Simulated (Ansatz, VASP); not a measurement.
Mo4N: VASP beside Ansatz

```
Mo N
1.0
     4.20945    0.00000    0.00000
     0.00000    4.20945    0.00000
     0.00000    0.00000    4.20945
Mo N
4 1
Direct
  0.23605 0.23605 0.23605
  0.76395 0.76395 0.23605
  0.76395 0.23605 0.76395
  0.23605 0.76395 0.76395
  0.50000 0.50000 0.50000
```

Alike in both runs: functional PBE; k mesh 10 × 10 × 10; occupations gaussian, width 0.1 eV; no spin polarisation.

Ansatz relaxed the structure, and its values are those at the end. VASP's run is a single point on that final structure, the one shown.

|  | VASP | Ansatz |
| --- | --- | --- |
| version | VASP 6.6.1 | Ansatz 0.2.0 |
| potentials or method | VASP PAW PBE potentials, release 64 (Mo_sv, N), cutoff 520 eV | scalar-relativistic, plane waves, PAW |
| valence electrons in the cell | 61 | 61 |

Ansatz gave:

* gap on the k mesh at the Fermi level (eV): none
* pressure (GPa): 0.0
* rms of the force components (eV/Å): 0.001

Estimate VASP's values.

gap on the k mesh at the Fermi level (eV): none; pressure (GPa): 0.4; rms of the force components (eV/Å): 0.007.

A gap of «none» marks a metal or a gap that the smearing closes.
